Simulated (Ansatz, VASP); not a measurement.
One calculation of TaSi2, two programs

File INCAR:

```
ALGO     = Normal         # electronic algorithm
EDIFF    = 1E-6           # SCF threshold, eV
ENCUT    = 520            # plane-wave cutoff, eV
GGA      = PS             # functional
ISIF     = 2              # what is computed and relaxed
ISMEAR   = 0              # smearing method
LASPH    = True           # aspherical terms in the spheres
LCHARG   = False          # write CHGCAR
LREAL    = False          # projectors in reciprocal space
LWAVE    = False          # write WAVECAR
NBANDS   = 38             # bands
NELM     = 100            # most SCF steps
PREC     = Accurate       # precision mode
SIGMA    = 0.15           # smearing width, eV
```

Contents of KPOINTS:

```
k-points
0
Gamma
  12 12 6
```

File POSCAR:

```
TaSi2
1.0
    4.9989025085      0.0000000000      0.0000000000
   -2.4994512542      4.3291765634      0.0000000000
    0.0000000000      0.0000000000      6.3918895460
Ta Si
3 6
Direct
    0.5000000000      0.0000000000      0.5000000000
    0.5000000000      0.5000000000      0.8333333333
    0.0000000000      0.5000000000      0.1666666667
    0.1592675430      0.3185350860      0.5000000000
    0.8407324570      0.1592675430      0.8333333333
    0.6814649140      0.8407324570      0.1666666667
    0.8407324570      0.6814649140      0.5000000000
    0.1592675430      0.8407324570      0.8333333333
    0.3185350860      0.1592675430      0.1666666667
```

Input for Ansatz:

```yaml
crystal:
  lattice:
    - [4.9989025085, 0.0, 0.0]
    - [-2.4994512542, 4.3291765634, 0.0]
    - [0.0, 0.0, 6.391889546]
  atoms:
    - { symbol: Ta, position: [0.5, 0.0, 0.5] }
    - { symbol: Ta, position: [0.5, 0.5, 0.8333333333] }
    - { symbol: Ta, position: [0.0, 0.5, 0.1666666667] }
    - { symbol: Si, position: [0.159267543, 0.318535086, 0.5] }
    - { symbol: Si, position: [0.840732457, 0.159267543, 0.8333333333] }
    - { symbol: Si, position: [0.681464914, 0.840732457, 0.1666666667] }
    - { symbol: Si, position: [0.840732457, 0.681464914, 0.5] }
    - { symbol: Si, position: [0.159267543, 0.840732457, 0.8333333333] }
    - { symbol: Si, position: [0.318535086, 0.159267543, 0.1666666667] }
basis:
  ecutwfc: 420
kpoints:
  mp_grid: { grid: [12, 12, 6] }
hamiltonian:
  xc: pbesol
scf:
  occupations: { method: gaussian, width: 0.15 }
output:
  forces: true
  stress: true
  eigenvalues: true
```

Change from the starting cell: strain +0.050 along x and y, -0.025 along z, atoms carried along.

Alike in both runs: task single point; functional PBEsol; k mesh 12 × 12 × 6; occupations gaussian, width 0.15 eV; no spin polarisation.

|  | VASP | Ansatz |
| --- | --- | --- |
| version | VASP 6.6.1 | Ansatz 0.2.0 |
| potentials or method | VASP PAW PBE potentials, release 64 (Ta_pv, Si), cutoff 520 eV | scalar-relativistic, plane waves, PAW |
| valence electrons in the cell | 57 | 63 |

Ansatz gave:

* gap on the k mesh at the Fermi level (eV): none
* pressure (GPa): -9.5
* traceless stress, the component that is largest in VASP (GPa): 13.23
* rms of the force components (eV/Å): 0.052

Question: Which values does VASP return?

Answer: gap on the k mesh at the Fermi level (eV): none; pressure (GPa): -9.3; traceless stress, the component that is largest in VASP (GPa): 13.30; rms of the force components (eV/Å): 0.054.

VASP's potentials were made for PBE, not for PBEsol. Atom by atom the forces differ by 0.002 eV/Å (rms over components). A gap of «none» marks a metal or a gap that the smearing closes. VASP's potentials hold 57 valence electrons a cell and Ansatz's 63, so a difference there can come from the potentials and not from the codes.

Spin-orbit coupling is off throughout.
